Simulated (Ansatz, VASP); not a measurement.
## Bi: VASP beside Ansatz

```
Bi
1.0
    -1.65677    1.65677    2.59418
     1.65677   -1.65677    2.59418
     1.65677    1.65677   -2.59418
Bi
1
Direct
  0.00000 0.00000 0.00000
```

Alike in both runs: task single point; functional PBEsol; dispersion D3(BJ); k mesh 18 × 18 × 18; occupations gaussian, width 0.15 eV; no spin polarisation.

|  | VASP | Ansatz |
| --- | --- | --- |
| version | VASP 6.6.1 | Ansatz 0.2.0 |
| potentials or method | VASP PAW PBE potentials, release 64 (Bi_d), cutoff 520 eV | scalar-relativistic, plane waves, PAW |
| valence electrons in the cell | 15 | 15 |

```tsv
	VASP	Ansatz	Ansatz less VASP
gap on the k mesh at the Fermi level (eV)	none	none	-
pressure (GPa)	0.7	0.7	+0.03
traceless stress, the component that is largest in VASP (GPa)	-0.15	-0.15	+0.004
```

VASP's potentials were made for PBE, not for PBEsol. A gap of «none» marks a metal or a gap that the smearing closes.

Neither program's run includes spin-orbit coupling.
